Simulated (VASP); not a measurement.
Set up this calculation in VASP 6.6.1, as the native input.

```yaml
Task: single point
Functional: PBE
Potentials_or_basis: VASP PAW PBE potentials, release 64 (Ba_sv, Zr_sv, O)
Cutoff: 520 eV
k_mesh: 6 × 6 × 6
Occupations: gaussian, width 0.05 eV
Spin: no spin polarisation
Dipole_correction: no
Further_INCAR_settings: ALGO = Normal; EDIFF = 1e-06; NBANDS = 28
```

The structure of BaZrO3 lies in POSCAR:

```
BaZrO3
1.0
    4.2192822667      0.0000000000      0.0000000000
    0.0000000000      4.2192822667      0.0000000000
    0.0000000000      0.0000000000      4.1360093856
Ba Zr O
1 1 3
Direct
    0.0000000000      0.0000000000      0.0000000000
    0.5000000000      0.5000000000      0.5000000000
    0.0000000000      0.5000000000      0.5000000000
    0.5000000000      0.0000000000      0.5000000000
    0.5000000000      0.5000000000      0.0000000000
```

One way to write it, as run:

INCAR

```
SYSTEM = BaZrO3
PREC     = Accurate       ! precision mode
ENCUT    = 520            ! plane-wave cutoff, eV
EDIFF    = 1E-6           ! SCF threshold, eV
ISMEAR   = 0              ! smearing method
SIGMA    = 0.05           ! smearing width, eV
LREAL    = .FALSE.        ! projectors in reciprocal space
LASPH    = .TRUE.         ! aspherical terms in the spheres
NELM     = 100            ! most SCF steps
ALGO     = Normal         ! electronic algorithm
ISIF     = 2              ! what is computed and relaxed
LWAVE    = .FALSE.        ! write WAVECAR
LCHARG   = .TRUE.         ! write CHGCAR
GGA      = PE             ! functional
LELF     = .TRUE.         ! ELF
LVHAR    = .TRUE.       
NBANDS   = 28             ! bands
```

KPOINTS

```
regular mesh
0
G
  6 6 6
  0 0 0
```

Potentials or basis: VASP PAW PBE potentials, release 64 (Ba_sv, Zr_sv, O).

Run with:

```bash
$ cat potpaw_PBE.64/Ba_sv/POTCAR potpaw_PBE.64/Zr_sv/POTCAR potpaw_PBE.64/O/POTCAR > POTCAR
$ mpirun -np 1 vasp_std > vasp.out
```

It gave:

```
Pressure               : 5.2 GPa
Band gap on the k mesh : 3.12 eV, indirect (least direct gap 3.32 eV)
```

Caveat: spin-orbit coupling is left out, which moves the levels of the heavy elements.

It took 61 s on 1 thread of Intel Xeon 6975P-C, on a shared host, peak memory 0.23 GiB.
